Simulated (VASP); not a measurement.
Crystal: Re.

```
CELL_PARAMETERS angstrom
2.73919 0.00000 0.00000
-1.36959 2.37221 0.00000
0.00000 0.00000 4.41187
ATOMIC_POSITIONS crystal
Re 0.33333 0.66667 0.25000
Re 0.66667 0.33333 0.75000
```

Base run:

- Program: VASP 6.6.1
- Functional: LDA
- Potentials or basis: VASP PAW LDA potentials, release 64 (Re)
- Cutoff: 600 eV
- k mesh: 13 × 13 × 7
- Occupations: gaussian, width 0.03 eV
- Spin: no spin polarisation

Its results: band gap on the k mesh zero (bands 7 and 8 overlap by 3.05 eV); pressure 1.3 GPa.

**Question.** After a change of settings the same cell gave: band gap on the k mesh zero (bands 7 and 8 overlap by 3.05 eV); pressure 3.3 GPa. Which change was it?
A. k mesh from 13 × 13 × 7 to 22 × 22 × 12; occupations from gaussian, width 0.03 eV to fermi-dirac, width 0.1 eV
B. occupations from gaussian, width 0.03 eV to gaussian, width 0.2 eV
C. occupations from gaussian, width 0.03 eV to fermi-dirac, width 0.3 eV

**Answer.** C.

Caveats: spin-orbit coupling is left out, which moves the levels of the heavy elements; the cell stands under pressure (at least some runs); so wide a smearing shifts energies and pressures (at least some runs).
